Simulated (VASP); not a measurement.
Eu:

```
CELL_PARAMETERS angstrom
-2.28754 2.28754 2.28754
2.28754 -2.28754 2.28754
2.28754 2.28754 -2.28754
ATOMIC_POSITIONS crystal
Eu 0.00000 0.00000 0.00000
```

Base run:

- Program: VASP 6.6.1
- Functional: PBEsol
- Potentials or basis: VASP PAW PBE potentials, release 64 (Eu)
- Cutoff: 520 eV
- k mesh: 8 × 8 × 8
- Occupations: fermi-dirac, width 0.05 eV
- Spin: collinear spin, ferromagnetic start
- Starting moments: [7.0] μB

Its results: pressure -2.7 GPa; net moment 7.36 μB per cell; site moments Eu +6.71 μB.

Question: The run is repeated on the same cell with these changes: functional from PBEsol to LDA. What comes out?

Answer: Pressure -3.8 GPa; net moment 7.23 μB per cell; site moments Eu +6.70 μB.

LDA binds more tightly than PBEsol, so the same cell stands under less pressure.

Caveats: the PAW data sets were made with another functional, which shifts forces and pressure a little.
